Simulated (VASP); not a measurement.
A run of VASP 6.6.1 is set up as follows.

INCAR

```
ALGO     = Normal         # electronic algorithm
EDIFF    = 1E-6           # SCF threshold, eV
ENCUT    = 520            # plane-wave cutoff, eV
GGA      = PE             # functional
ISIF     = 2              # what is computed and relaxed
ISMEAR   = 1              # smearing method
LASPH    = True           # aspherical terms in the spheres
LCHARG   = False          # write CHGCAR
LREAL    = False          # projectors in reciprocal space
LWAVE    = False          # write WAVECAR
NBANDS   = 52             # bands
NELM     = 100            # most SCF steps
PREC     = Accurate       # precision mode
SIGMA    = 0.02           # smearing width, eV
```

Contents of KPOINTS:

```
k-points
0
Gamma
  3 3 3
```

File POSCAR:

```
Na2CuBiBr6
1.0
    0.0000000000      5.4794490000      5.4794490000
    5.4794490000      0.0000000000      5.4794490000
    5.4794490000      5.4794490000      0.0000000000
Na Cu Bi Br
2 1 1 6
Direct
    0.7500000000      0.7500000000      0.7500000000
    0.2500000000      0.2500000000      0.2500000000
    0.5000000000      0.5000000000      0.5000000000
    0.0000000000      0.0000000000      0.0000000000
    0.7388369999      0.2611630001      0.2611630001
    0.2611630001      0.2611630001      0.7388369999
    0.2611630001      0.7388369999      0.7388369999
    0.2611630001      0.7388369999      0.2611630001
    0.7388369999      0.2611630001      0.7388369999
    0.7388369999      0.7388369999      0.2611630001
```

Potentials or basis: VASP PAW PBE potentials, release 64 (Na_pv, Cu, Bi_d, Br).

Run with:

```console
$ cat potpaw_PBE.64/Na_pv/POTCAR potpaw_PBE.64/Cu/POTCAR potpaw_PBE.64/Bi_d/POTCAR potpaw_PBE.64/Br/POTCAR > POTCAR
$ mpirun -np 1 vasp_std > vasp.out
```

**Question.** Predict the band gap on the k mesh.

**Answer.** 1.22 eV, indirect (least direct gap 1.71 eV).

**Question.** What does it give for the largest force?

**Answer.** 0.012 eV/Å.

Forces on the atoms (eV/Å):
```
Na   0.000  0.000  0.000
Na   0.000  0.000  0.000
Cu   0.000  0.000  0.000
Bi   0.000  0.000  0.000
Br   0.012  0.000  0.000
Br   0.000  0.000  0.012
Br  -0.012  0.000  0.000
Br   0.000  0.012  0.000
Br   0.000 -0.012  0.000
Br   0.000  0.000 -0.012
```

Caveat: spin-orbit coupling is left out, which moves the levels of the heavy elements. A k mesh can miss the band edges.
